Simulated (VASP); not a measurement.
Cl2, in a box:

```xyz
2
Lattice="12.0000 0.0000 0.0000 0.0000 12.3000 0.0000 0.0000 0.0000 12.6000" Properties=species:S:1:pos:R:3 pbc="T T T"
Cl    6.0000    6.1500    5.3045
Cl    6.0000    6.1500    7.2955
```

Program: VASP 6.6.1. Alike in all runs: task single point; potentials or basis VASP PAW PBE potentials, release 64 (Cl); no spin polarisation; cell as given; k mesh 1 × 1 × 1; cutoff (eV) 520; smearing fermi-dirac 0.01 eV.

Q: Order these runs on this cell by their band gap on the k mesh, lowest first.
A. level r2SCAN
B. level r2SCAN0; grid for exact exchange (PRECFOCK) Normal
C. level r2SCANh; grid for exact exchange (PRECFOCK) Normal

A: A (3.48 eV), C (4.43 eV), B (5.84 eV).

